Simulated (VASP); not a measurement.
# Mo in VASP: further runs

Mo is run at these levels: PBEsol; tasks: single point.

Everything below comes from runs of VASP 6.6.1. Logs are shortened: lines on timing, memory, paths and dates and some standing lists are left out, and cuts for length are marked.

## (1) The cell of the first run

The cell holds a slab with vacuum, 4 atoms: a = 3.129 Å, b = 3.129 Å, c = 18.694 Å, α = 90.00°, β = 90.00°, γ = 90.00°.

## (2) Single point, PBEsol

INCAR reads:

```
  ALGO = Normal
  DIPOL = 0.5 0.5 0.499
  EDIFF = 1E-6
  ENCUT = 520
  GGA = PS
  IDIPOL = 3
  ISIF = 2
  ISMEAR = 0
  LASPH = T
  LCHARG = F
  LDIPOL = T
  LREAL = F
  LWAVE = F
  NBANDS = 36
  NELM = 80
  PREC = Accurate
  SIGMA = 0.1
```

KPOINTS reads:

```
k-points
0
Gamma
  9 9 1
```

POSCAR reads:

```
Mo
1.0
    3.1294301618      0.0000000000      0.0000000000
    0.0000000000      3.1294301618      0.0000000000
    0.0000000000      0.0000000000     18.6941452427
Mo
4
Direct
    0.5000000000      0.5000000000      0.3744487865
    0.0000000000      0.0000000000      0.4581495955
    0.5000000000      0.5000000000      0.5443156253
    0.0000000000      0.0000000000      0.6174846377
```

Potentials or basis: VASP PAW PBE potentials, release 64 (Mo_sv).

Launch:

```sh
$ cat potpaw_PBE.64/Mo_sv/POTCAR > POTCAR
$ mpirun -np 1 vasp_std > vasp.out
```

OUTCAR:

```text
EDIFF = 1E-6
   ENCUT = 520
   GGA = PS
   ISIF = 2
   ISMEAR = 0
   LASPH = T
   LREAL = F
   NELM = 80
   PREC = Accurate

 ion  position               nearest neighbor table
   1  0.500  0.500  0.374-   2 2.71   2 2.71   2 2.71   2 2.71   3 3.18
   2  0.000  0.000  0.458-   1 2.71   1 2.71   1 2.71   1 2.71   3 2.74   3 2.74   3 2.74   3 2.74
                             4 2.98
   3  0.500  0.500  0.544-   4 2.60   4 2.60   4 2.60   4 2.60   2 2.74   2 2.74   2 2.74   2 2.74
                             1 3.18
   4  0.000  0.000  0.617-   3 2.60   3 2.60   3 2.60   3 2.60   2 2.98

  LATTYP: Found a simple tetragonal cell.
 ALAT       =     3.1294301618
 C/A-ratio  =     5.9736579109

  Lattice vectors:

 A1 = (   3.1294301618,   0.0000000000,   0.0000000000)
 A2 = (   0.0000000000,   3.1294301618,   0.0000000000)
 A3 = (   0.0000000000,   0.0000000000,  18.6941452427)

Analysis of symmetry for initial positions (statically):
=====================================================================
 Subroutine PRICEL returns:
 Original cell was already a primitive cell.

 Routine SETGRP: Setting up the symmetry group for a
 simple tetragonal supercell.

 Subroutine GETGRP returns: Found  8 space group operations
 (whereof  8 operations were pure point group operations)
 out of a pool of 16 trial point group operations.

The static configuration has the point symmetry C_4v.

Analysis of symmetry for dynamics (positions and initial velocities):
=====================================================================
 Subroutine PRICEL returns:
 Original cell was already a primitive cell.

 Routine SETGRP: Setting up the symmetry group for a
 simple tetragonal supercell.

 Subroutine GETGRP returns: Found  8 space group operations
 (whereof  8 operations were pure point group operations)
 out of a pool of 16 trial point group operations.

The dynamic configuration has the point symmetry C_4v.

 Subroutine INISYM returns: Found  8 space group operations
 (whereof  8 operations are pure point group operations),
 and found     1 'primitive' translations

----------------------------------------------------------------------------------------

                                     Primitive cell

  volume of cell :     183.0780

  direct lattice vectors                    reciprocal lattice vectors
     3.129430162  0.000000000  0.000000000     0.319546994  0.000000000  0.000000000
     0.000000000  3.129430162  0.000000000     0.000000000  0.319546994  0.000000000
     0.000000000  0.000000000 18.694145243     0.000000000  0.000000000  0.053492684

  length of vectors
     3.129430162  3.129430162 18.694145243     0.319546994  0.319546994  0.053492684

  position of ions in fractional coordinates (direct lattice)
     0.500000000  0.500000000  0.374448786
     0.000000000  0.000000000  0.458149595
     0.500000000  0.500000000  0.544315625
     0.000000000  0.000000000  0.617484638

  ion indices of the primitive-cell ions
   primitive index   ion index
                 1           1
                 2           2
                 3           3
                 4           4

----------------------------------------------------------------------------------------

 KPOINTS: k-points

Automatic generation of k-mesh.
 Grid dimensions read from file:
 generate k-points for:    9    9    1

 Generating k-lattice:

  Cartesian coordinates                     Fractional coordinates (reciprocal lattice)
     0.035505222  0.000000000  0.000000000     0.111111111  0.000000000  0.000000000
     0.000000000  0.035505222  0.000000000     0.000000000  0.111111111  0.000000000
     0.000000000  0.000000000  0.053492684     0.000000000  0.000000000  1.000000000

  Length of vectors
     0.035505222  0.035505222  0.053492684

  Shift w.r.t. Gamma in fractional coordinates (k-lattice)
     0.000000000  0.000000000  0.000000000

 Subroutine IBZKPT returns following result:
 ===========================================

 Found     15 irreducible k-points:

 Following reciprocal coordinates:
            Coordinates               Weight
  0.000000  0.000000  0.000000      1.000000
  0.111111  0.000000  0.000000      4.000000
  0.222222  0.000000  0.000000      4.000000
  0.333333  0.000000  0.000000      4.000000
  0.444444  0.000000  0.000000      4.000000
  0.111111  0.111111  0.000000      4.000000
  0.222222  0.111111  0.000000      8.000000
  0.333333  0.111111  0.000000      8.000000
  0.444444  0.111111  0.000000      8.000000
  0.222222  0.222222  0.000000      4.000000
  0.333333  0.222222  0.000000      8.000000
  0.444444  0.222222  0.000000      8.000000
  0.333333  0.333333  0.000000      4.000000
  0.444444  0.333333  0.000000      8.000000
  0.444444  0.444444  0.000000      4.000000
   k-points           NKPTS =     15   k-points in BZ     NKDIM =     15   number of bands    NBANDS=     36
   number of dos      NEDOS =    301   number of ions     NIONS =      4
   total plane-waves  NPLWV =  80640
   dimension x,y,z NGX =    24 NGY =   24 NGZ =  140
   dimension x,y,z NGXF=    48 NGYF=   48 NGZF=  280
   ions per type =               4
   NGX,Y,Z   is equivalent  to a cutoff of  12.75, 12.75, 12.45 a.u.
   NGXF,Y,Z  is equivalent  to a cutoff of  25.50, 25.50, 24.90 a.u.
 SYSTEM =  unknown system
   PREC   = accura    normal or accurate (medium, high low for compatibility)
   ISTART =      0    job   : 0-new  1-cont  2-samecut
   ICHARG =      2    charge: 1-file 2-atom 10-const
   ISPIN  =      1    spin polarized calculation?
   LNONCOLLINEAR =      F non collinear calculations
   LSORBIT =      F    spin-orbit coupling
   LASPH  =      T    aspherical Exc in radial PAW
   ENCUT  =  520.0 eV  38.22 Ry    6.18 a.u.   5.82  5.82 34.76*2*pi/ulx,y,z
   NELM   =     80;   NELMIN=  2; NELMDL= -5     # of ELM steps
   EDIFF  = 0.1E-05   stopping-criterion for ELM
   LREAL  =      F    real-space projection
   EDIFFG = 0.1E-04   stopping-criterion for IOM
   NSW    =      0    number of steps for IOM
   IBRION =     -1    ionic relax: 0-MD 1-quasi-New 2-CG
   NFREE  =      0    steps in history (QN), initial steepest desc. (CG)
   ISIF   =      2    stress and relaxation
   ISYM   =      2    0-nonsym 1-usesym 2-fastsym
   POTIM  = 0.5000    time-step for ionic-motion
   TEBEG  =    0.0;   TEEND  =   0.0 temperature during run
   PSTRESS=    0.0 pullay stress
   NELECT =      56.0000    total number of electrons
   NUPDOWN=      -1.0000    fix difference up-down
   EMIN   =  10.00;   EMAX   =-10.00  energy-range for DOS
   EFERMI =   0.00;   METHOD = LEGACY
   ISMEAR =     0;   SIGMA  =   0.10  broadening in eV -4-tet -1-fermi 0-gaus
   EFERMI_NEDOS =   21; number of points for ismear=-14 and -15
   IALGO  =     38    algorithm
   IMIX   =      4    mixing-type and parameters
     AMIX     =   0.40;   BMIX     =  1.00
     AMIX_MAG =   1.60;   BMIX_MAG =  1.00
  volume/ion in A,a.u.               =      45.77       308.87
  Fermi-wavevector in a.u.,A,eV,Ry     =   1.103042  2.084448 16.554237  1.216702
  Thomas-Fermi vector in A             =   2.239494
   LORBIT       =      0    0 simple, 1 ext, 2 COOP (PROOUT), +10 PAW based schemes
   GGA     = PS    functional components
   LHFCALC =     F    Hartree Fock is set to
   AEXX    =    0.0000 exact exchange contribution
   IVDW    =     0    specifies the selected vdW correction
   LEPSILON=     F    determine dielectric tensor
   LRPA    =     F    only Hartree local field effects (RPA)
 non-spin polarized calculation
 Gauss-broadening in eV      SIGMA  =   0.10
  energy-cutoff  :      520.00
  volume of cell :      183.08
 maximum number of plane-waves:      4976
 NGX is ok and might be reduce to    24
   NGX = 11   NGY = 11   NGZ = 69

 dipolmoment           0.000000      0.000000      0.000681 electrons x Angstroem

 number of electron      55.9999998 magnetization

 dipolmoment           0.000000      0.000000     -0.002491 electrons x Angstroem

 Free energy of the ion-electron system (eV)
  ---------------------------------------------------
  ext. energy  EPLUGINS =         0.00000000
  ---------------------------------------------------
  free energy    TOTEN  =       -42.59393996 eV

  energy without entropy =      -42.57202103  energy(sigma->0) =      -42.58298049

 E-fermi :   1.6620     XC(G=0):  -5.7839

 val. band max:        1.6603994748   @ k =   0.3333   0.0000   0.0000
 cond. band min:       1.6723135251   @ k =   0.3333   0.2222   0.0000
 fundamental gap:      0.0119140504
 Fermi energy:         1.6619667573

 k-point     1 :       0.0000    0.0000    0.0000
  band No.  band energies     occupation
      1     -59.1830      2.00000
      2     -58.9939      2.00000
      3     -58.7523      2.00000
      4     -58.6123      2.00000
      5     -33.4701      2.00000
      6     -33.4236      2.00000
[... 28 lines left out ...]
     35       4.1039      0.00000
     36       4.3760      0.00000

 k-point     2 :       0.1111    0.0000    0.0000
  band No.  band energies     occupation
      1     -59.1686      2.00000
      2     -58.9875      2.00000
      3     -58.7551      2.00000
      4     -58.6203      2.00000
      5     -33.5398      2.00000
      6     -33.4723      2.00000
[... 28 lines left out ...]
     35       3.9213      0.00000
     36       3.9577      0.00000

 k-point     3 :       0.2222    0.0000    0.0000
  band No.  band energies     occupation
      1     -59.1286      2.00000
      2     -58.9718      2.00000
      3     -58.7635      2.00000
      4     -58.6424      2.00000
      5     -33.6718      2.00000
      6     -33.5810      2.00000
[... 28 lines left out ...]
     35       3.8197      0.00000
     36       3.9744      0.00000

 k-point     4 :       0.3333    0.0000    0.0000
  band No.  band energies     occupation
      1     -59.0731      2.00000
      2     -58.9572      2.00000
      3     -58.7756      2.00000
      4     -58.6716      2.00000
      5     -33.7840      2.00000
      6     -33.7075      2.00000
[... 28 lines left out ...]
     35       3.7588      0.00000
     36       4.1637      0.00000

 k-point     5 :       0.4444    0.0000    0.0000
  band No.  band energies     occupation
      1     -59.0214      2.00000
      2     -58.9587      2.00000
      3     -58.7846      2.00000
      4     -58.6941      2.00000
      5     -33.8466      2.00000
      6     -33.7848      2.00000
[... 304 lines left out ...]
 k-point    13 :       0.3333    0.3333    0.0000
  band No.  band energies     occupation
      1     -59.0177      2.00000
      2     -58.9431      2.00000
      3     -58.7709      2.00000
      4     -58.6773      2.00000
      5     -33.7624      2.00000
      6     -33.6854      2.00000
[... 28 lines left out ...]
     35       4.0333      0.00000
     36       4.4120      0.00000

 k-point    14 :       0.4444    0.3333    0.0000
  band No.  band energies     occupation
      1     -58.9967      2.00000
      2     -58.9431      2.00000
      3     -58.7695      2.00000
      4     -58.6796      2.00000
      5     -33.8140      2.00000
      6     -33.7559      2.00000
[... 28 lines left out ...]
     35       4.5414      0.00000
     36       4.5781      0.00000

 k-point    15 :       0.4444    0.4444    0.0000
  band No.  band energies     occupation
      1     -58.9893      2.00000
      2     -58.9386      2.00000
      3     -58.7650      2.00000
      4     -58.6754      2.00000
      5     -33.8584      2.00000
      6     -33.8451      2.00000
[... 28 lines left out ...]
     35       4.5513      0.00000
     36       4.6224      0.00000

------------------------ aborting loop because EDIFF is reached ----------------------------------------

 vacuum level on the upper side and lower side of the slab       (xc-potential included)        -0.216        -0.196

  FORCE on cell =-STRESS in cart. coord.  units (eV):
  Direction    XX          YY          ZZ          XY          YZ          ZX
  --------------------------------------------------------------------------------------
  -------------------------------------------------------------------------------------
  Total       -5.9499032     -5.9499032     -2.6796133      0.0000000     -0.0000000      0.0000000
  in kB      -52.0696120    -52.0696120    -23.4502012      0.0000000     -0.0000000      0.0000000
  external PRESSURE =     -42.5298084 kB  Pullay stress =       0.0000000 kB

 VOLUME and BASIS-vectors are now :
 -----------------------------------------------------------------------------
  energy-cutoff  :      520.00
  volume of cell :      183.08
      direct lattice vectors                 reciprocal lattice vectors
     3.129430162  0.000000000  0.000000000     0.319546994  0.000000000  0.000000000
     0.000000000  3.129430162  0.000000000     0.000000000  0.319546994  0.000000000
     0.000000000  0.000000000 18.694145243     0.000000000  0.000000000  0.053492684

 POSITION                                       TOTAL-FORCE (eV/Angst)
 -----------------------------------------------------------------------------------
      1.56472      1.56472      7.00000         0.000000      0.000000      1.705999
      0.00000      0.00000      8.56472        -0.000000      0.000000     -1.698558
      1.56472      1.56472     10.17552         0.000000     -0.000000     -0.025397
      0.00000      0.00000     11.54335         0.000000      0.000000      0.017955
 -----------------------------------------------------------------------------------
    total drift:                                0.000000      0.000000     -0.000136

  FREE ENERGIE OF THE ION-ELECTRON SYSTEM (eV)
  ---------------------------------------------------
  free  energy   TOTEN  =       -42.5939399597 eV

  energy  without entropy=      -42.5720210278  energy(sigma->0) =      -42.58298049

 vacuum level on the upper side and lower side of the slab         5.430         5.450
```

Run time: 2.2 min. Hardware: 1 thread of Intel Xeon 6975P-C, shared host; peak memory 0.29 GiB.

What came out:

| Quantity | Value |
| --- | --- |
| Free energy | -42.5939 eV |
| Largest force | 1.706 eV/Å |
| Band gap on the k mesh | zero (band 28 reaches 3.09 eV, above the bottom of band 29 at 1.42 eV) |

Forces in eV/Å, atoms in the order of the input:
```
Mo   0.000  0.000  1.706
Mo   0.000  0.000 -1.699
Mo   0.000  0.000 -0.025
Mo   0.000  0.000  0.018
```

Levels at points of the mesh, in eV from the Fermi level:
| k point | band 26 | band 27 | band 28 | band 29 | band 30 | band 31 | band 32 | band 33 |
| --- | --- | --- | --- | --- | --- | --- | --- | --- |
| (0.00, 0.00, 0.00) | -0.75 | -0.30 | -0.30 | -0.13 | 0.10 | 0.53 | 1.02 | 1.02 |

Caveat: the PAW data sets were made with another functional, which shifts forces and pressure a little.

## (3) Single point, PBEsol

This run uses another cell than the first one, of 49.07 Å³/atom, 1.072 times its volume.

INCAR reads:

```
PREC = Accurate
ENCUT = 520
EDIFF = 1E-6
ISMEAR = 0
SIGMA = 0.1
LREAL = False
LASPH = True
NELM = 100
ALGO = Normal
ISIF = 2
LWAVE = False
LCHARG = True
LDIPOL = True
IDIPOL = 3
DIPOL = 0.5 0.5 0.315
GGA = PS
LELF = True
LVHAR = True
LVACPOTAV = True
NBANDS = 36
```

KPOINTS reads:

```
regular mesh
0
Gamma
  9 9 1
```

POSCAR reads:

```
Mo
1.0
    3.1294301618      0.0000000000      0.0000000000
    0.0000000000      3.1294301618      0.0000000000
    0.0000000000      0.0000000000     20.0433475010
Mo
4
Direct
    0.5000000000      0.5000000000      0.1995674625
    0.0000000000      0.0000000000      0.2776340170
    0.5000000000      0.5000000000      0.3579998479
    0.0000000000      0.0000000000      0.4262435454
```

Potentials or basis: VASP PAW PBE potentials, release 64 (Mo_sv).

Launch:

```sh
$ cat potpaw_PBE.64/Mo_sv/POTCAR > POTCAR
$ mpirun -np 1 vasp_std > vasp.out
```

OUTCAR:

```text
PREC = Accurate
   ENCUT = 520
   EDIFF = 1E-6
   ISMEAR = 0
   LREAL = False
   LASPH = True
   NELM = 100
   ISIF = 2
   GGA = PS

 ion  position               nearest neighbor table
   1  0.500  0.500  0.200-   2 2.71   2 2.71   2 2.71   2 2.71   3 3.18
   2  0.000  0.000  0.278-   1 2.71   1 2.71   1 2.71   1 2.71   3 2.74   3 2.74   3 2.74   3 2.74
                             4 2.98
   3  0.500  0.500  0.358-   4 2.60   4 2.60   4 2.60   4 2.60   2 2.74   2 2.74   2 2.74   2 2.74
                             1 3.18
   4  0.000  0.000  0.426-   3 2.60   3 2.60   3 2.60   3 2.60   2 2.98

  LATTYP: Found a simple tetragonal cell.
 ALAT       =     3.1294301618
 C/A-ratio  =     6.4047914364

[... 776 lines left out ...]
  -------------------------------------------------------------------------------------
  Total       -5.9511999     -5.9511999     -2.6826284      0.0000000      0.0000000     -0.0000000
  in kB      -48.5751708    -48.5751708    -21.8962786      0.0000000      0.0000000     -0.0000000
  external PRESSURE =     -39.6822067 kB  Pullay stress =       0.0000000 kB

 VOLUME and BASIS-vectors are now :
 -----------------------------------------------------------------------------
  energy-cutoff  :      520.00
  volume of cell :      196.29
      direct lattice vectors                 reciprocal lattice vectors
     3.129430162  0.000000000  0.000000000     0.319546994  0.000000000  0.000000000
     0.000000000  3.129430162  0.000000000     0.000000000  0.319546994  0.000000000
     0.000000000  0.000000000 20.043347501     0.000000000  0.000000000  0.049891866

 POSITION                                       TOTAL-FORCE (eV/Angst)
 -----------------------------------------------------------------------------------
      1.56472      1.56472      4.00000         0.000000     -0.000000      1.705749
      0.00000      0.00000      5.56472         0.000000      0.000000     -1.698513
      1.56472      1.56472      7.17552         0.000000     -0.000000     -0.025440
      0.00000      0.00000      8.54335         0.000000      0.000000      0.018204
 -----------------------------------------------------------------------------------
    total drift:                                0.000000      0.000000     -0.000548

  FREE ENERGIE OF THE ION-ELECTRON SYSTEM (eV)
  ---------------------------------------------------
  free  energy   TOTEN  =       -42.5943797939 eV

  energy  without entropy=      -42.5724572869  energy(sigma->0) =      -42.58341854

 vacuum level on the upper side and lower side of the slab         5.211         5.257
```

stdout:

```text
POSCAR found type information on POSCAR Mo
 POSCAR found :  1 types and       4 ions
 scaLAPACK will be used
 -----------------------------------------------------------------------------
|                                                                             |
[... 23 lines left out ...]
|     field-free region was found. Please increase the size of  your cell     |
|     in the dimension of the dipole correction to obtain accurate            |
|     workfunction values.                                                    |
|                                                                             |
 -----------------------------------------------------------------------------
```

Run time: 2.6 min. Hardware: 1 thread of Intel Xeon 6975P-C, shared host; peak memory 0.31 GiB.

Results:

| Item | Value |
| --- | --- |
| Free energy | -42.5944 eV |
| Largest force | 1.706 eV/Å |
| Band gap on the k mesh | zero (band 28 reaches 2.71 eV, above the bottom of band 29 at 1.04 eV) |

Forces in eV/Å, atoms in the order of the input:
```
Mo   0.000  0.000  1.706
Mo   0.000  0.000 -1.699
Mo   0.000  0.000 -0.025
Mo   0.000  0.000  0.018
```

Caveat: the PAW data sets were made with another functional, which shifts forces and pressure a little.
